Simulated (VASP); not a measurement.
Wanted: the native input for a VASP 6.6.1 run.

* Task: single point
* Functional: HSE06
* Potentials or basis: VASP PAW PBE potentials, release 64 (B, Cs_sv, Pb_d, Br)
* Cutoff: 420 eV
* k mesh: 1 × 1 × 1, shifted
* Occupations: fermi-dirac, width 0.05 eV
* Spin: no spin polarisation
* Dipole correction: no
* Grid for exact exchange (PRECFOCK): Fast
* Further INCAR settings: LREAL = Auto; ALGO = Normal; EDIFF = 1e-06; NBANDS = 196; ISYM = -1
* Share of exact exchange: 0.25
* Screening parameter: 0.2079 1/Å

System: Cs3BPb4Br12 (a cell with a defect).

```
B Cs Pb Br
1.0
    11.76333    0.00000    0.00000
     0.00000   11.76333    0.00000
     0.00000    0.00000   11.76333
B Cs Pb Br
2 6 8 24
Direct
  0.07365 0.87795 0.08647
  0.57825 0.62344 0.57894
  0.00880 0.05396 0.50033
  0.03675 0.46639 0.00044
  0.94549 0.50529 0.49412
  0.44727 0.99464 0.99541
  0.53388 0.03440 0.50268
  0.51499 0.45328 0.00043
  0.25495 0.24208 0.24272
  0.25794 0.24703 0.74233
  0.25618 0.73039 0.26909
  0.23643 0.73920 0.74418
  0.75787 0.25124 0.24068
  0.75484 0.26026 0.74320
  0.73347 0.75841 0.24447
  0.75791 0.76832 0.76936
  0.24097 0.22849 0.99125
  0.27684 0.22120 0.48954
  0.23266 0.76729 0.01188
  0.17330 0.72775 0.50474
  0.77838 0.28301 0.98967
  0.74744 0.26231 0.49128
  0.66964 0.76176 0.00266
  0.73696 0.73762 0.51037
  0.00751 0.28814 0.27375
  0.00613 0.29375 0.71665
  0.00292 0.72855 0.20415
  0.99332 0.68696 0.77386
  0.50599 0.20821 0.21465
  0.50759 0.21456 0.77669
  0.49200 0.81408 0.27392
  0.50450 0.76690 0.69774
  0.18626 0.97373 0.23189
  0.24664 0.99224 0.72967
  0.28190 0.48577 0.20952
  0.28186 0.49719 0.79117
  0.78104 0.00139 0.28586
  0.77843 0.01405 0.71603
  0.74116 0.50649 0.23610
  0.69067 0.52461 0.72613
```

One way to write it, as run:

POSCAR

```
Cs3BPb4Br12
1.0
   11.7633300000      0.0000000000      0.0000000000
    0.0000000000     11.7633300000      0.0000000000
    0.0000000000      0.0000000000     11.7633300000
B Cs Pb Br
2 6 8 24
Direct
    0.0736480000      0.8779520000      0.0864730000
    0.5782460000      0.6234380000      0.5789380000
    0.0088040000      0.0539650000      0.5003350000
    0.0367530000      0.4663860000      0.0004450000
    0.9454920000      0.5052870000      0.4941200000
    0.4472700000      0.9946400000      0.9954070000
    0.5338810000      0.0344040000      0.5026830000
    0.5149940000      0.4532810000      0.0004290000
    0.2549480000      0.2420830000      0.2427180000
    0.2579360000      0.2470270000      0.7423280000
    0.2561830000      0.7303890000      0.2690870000
    0.2364300000      0.7392030000      0.7441820000
    0.7578690000      0.2512420000      0.2406760000
    0.7548350000      0.2602580000      0.7432010000
    0.7334700000      0.7584080000      0.2444740000
    0.7579110000      0.7683230000      0.7693620000
    0.2409660000      0.2284880000      0.9912510000
    0.2768440000      0.2212020000      0.4895410000
    0.2326560000      0.7672890000      0.0118770000
    0.1733050000      0.7277540000      0.5047390000
    0.7783770000      0.2830100000      0.9896660000
    0.7474410000      0.2623060000      0.4912840000
    0.6696390000      0.7617600000      0.0026630000
    0.7369580000      0.7376150000      0.5103670000
    0.0075100000      0.2881440000      0.2737460000
    0.0061330000      0.2937470000      0.7166510000
    0.0029240000      0.7285520000      0.2041460000
    0.9933160000      0.6869640000      0.7738570000
    0.5059890000      0.2082110000      0.2146490000
    0.5075910000      0.2145630000      0.7766930000
    0.4920040000      0.8140780000      0.2739150000
    0.5044990000      0.7669020000      0.6977370000
    0.1862650000      0.9737340000      0.2318900000
    0.2466430000      0.9922400000      0.7296690000
    0.2819010000      0.4857660000      0.2095190000
    0.2818570000      0.4971910000      0.7911730000
    0.7810410000      0.0013880000      0.2858590000
    0.7784340000      0.0140530000      0.7160270000
    0.7411570000      0.5064910000      0.2361000000
    0.6906660000      0.5246110000      0.7261250000
```

INCAR.step1

```
PREC = Accurate ; ENCUT = 420
EDIFF = 1E-5 ; ISMEAR = -1
SIGMA = 0.05 ; LREAL = Auto
LASPH = True ; NELM = 120
ALGO = Normal ; ISIF = 2
LWAVE = True ; LCHARG = False
GGA = PE ; ISYM = -1
NBANDS = 196 ; GGA_COMPAT = False
KPAR = 1
```

INCAR.step2

```
PREC = Accurate ; ENCUT = 420
EDIFF = 1E-6 ; ISMEAR = -1
SIGMA = 0.05 ; LREAL = Auto
LASPH = True ; NELM = 120
ALGO = Normal ; ISIF = 2
LWAVE = False ; LCHARG = False
GGA = PE ; LHFCALC = True
HFSCREEN = 0.2079 ; PRECFOCK = Fast
ISTART = 1 ; ISYM = -1
NBANDS = 196 ; GGA_COMPAT = False
KPAR = 1
```

KPOINTS

```
explicit points
1
Reciprocal
  0.25000000   0.25000000   0.25000000 1
```

Potentials or basis: VASP PAW PBE potentials, release 64 (B, Cs_sv, Pb_d, Br).

Launch:

```sh
$ cat potpaw_PBE.64/B/POTCAR potpaw_PBE.64/Cs_sv/POTCAR potpaw_PBE.64/Pb_d/POTCAR potpaw_PBE.64/Br/POTCAR > POTCAR
$ cp INCAR.step1 INCAR
$ mpirun -np 4 vasp_std > vasp.out
$ cp INCAR.step2 INCAR
$ mpirun -np 4 vasp_std > vasp.out
```

It gave:

```
Pressure               : 0.4 GPa
Largest force          : 0.202 eV/Å
Band gap on the k mesh : 3.02 eV
```

Caveat: the PAW data sets were made with another functional, which shifts forces and pressure a little; spin-orbit coupling is left out, which moves the levels of the heavy elements.

It took 8.4 min on 4 MPI ranks on Intel(R) Xeon(R) Platinum 8488C (Sapphire Rapids), with other jobs on the host, peak memory 0.84 GiB a rank.
